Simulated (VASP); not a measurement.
A run of VASP 6.6.1 is set up as follows.

INCAR

```
ALGO = Normal
EDIFF = 1E-6
ENCUT = 520
GGA = PS
ISIF = 2
ISMEAR = 0
LASPH = T
LCHARG = F
LREAL = F
LWAVE = F
NBANDS = 46
NELM = 60
PREC = Accurate
SIGMA = 0.05
```

The input KPOINTS:

```
k-points
0
Gamma
  4 4 8
```

File POSCAR:

```
Zn4HO4
1.0
    5.5148137916      0.0000000000      0.0000000000
    0.0000000000      5.5148137916      0.0000000000
    0.0000000000      0.0000000000      3.2430062931
Zn O H
4 4 1
Direct
    0.1820657240      0.1820657240      0.5000000000
    0.8179342760      0.8179342760      0.5000000000
    0.6820657240      0.3179342760      0.0000000000
    0.3179342760      0.6820657240      0.0000000000
    0.8180023132      0.1819976868      0.5000000000
    0.1819976868      0.8180023132      0.5000000000
    0.6819976868      0.6819976868      0.0000000000
    0.3180023132      0.3180023132      0.0000000000
    1.0000405349     -0.5180023132      0.4000000000
```

Potentials or basis: VASP PAW PBE potentials, release 64 (Zn, O, H).

Command:

```bash
$ cat potpaw_PBE.64/Zn/POTCAR potpaw_PBE.64/O/POTCAR potpaw_PBE.64/H/POTCAR > POTCAR
$ mpirun -np 1 vasp_std > vasp.out
```

(1) Estimate the pressure.

(2) What does it give for the largest force?

Results:

(1) 3.4 GPa.

(2) 0.725 eV/Å.

Caveat: the PAW data sets were made with another functional, which shifts forces and pressure a little; an odd number of electrons without spin polarisation forces a metal; a magnetic or distorted state may lie lower.
